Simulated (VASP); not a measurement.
Wanted: the native input for a VASP 6.6.1 run.

```yaml
Task: single point
Functional: PBE
Potentials_or_basis: VASP PAW PBE potentials, release 64 (Nb_sv, N)
Cutoff: 600 eV
k_mesh: 7 × 7 × 7
Occupations: methfessel-paxton, width 0.001 eV
Spin: no spin polarisation
Dipole_correction: no
Further_INCAR_settings: ALGO = Normal; EDIFF = 1e-06; NBANDS = 16
```

The structure of NbN lies in POSCAR:

```
NbN
1.0
    0.0000000000      2.2003970000      2.2003970000
    2.2003970000      0.0000000000      2.2003970000
    2.2003970000      2.2003970000      0.0000000000
Nb N
1 1
Direct
    0.5000000000      0.5000000000      0.5000000000
    0.0000000000      0.0000000000      0.0000000000
```

These files were run (other wordings do the same):

INCAR

```
PREC = Accurate
ENCUT = 600
EDIFF = 1E-6
ISMEAR = 1
SIGMA = 0.001
LREAL = False
LASPH = True
NELM = 120
ALGO = Normal
ISIF = 2
LWAVE = False
LCHARG = False
GGA = PE
NBANDS = 16
GGA_COMPAT = False
```

KPOINTS

```
Automatic mesh
0
Gamma
  7 7 7
```

Potentials or basis: VASP PAW PBE potentials, release 64 (Nb_sv, N).

The run is started by

```bash
$ cat potpaw_PBE.64/Nb_sv/POTCAR potpaw_PBE.64/N/POTCAR > POTCAR
$ mpirun -np 1 vasp_std > vasp.out
```

Results of the run:

| Property | Result |
| --- | --- |
| Pressure | 3.6 GPa |
| Band gap on the k mesh | zero (bands 9 and 10 overlap by 3.23 eV) |

Caveat: the cell stands under pressure.

Wall time 8 s on 1 thread of Intel(R) Xeon(R) Platinum 8488C (Sapphire Rapids) (shared host), peak memory 0.15 GiB.
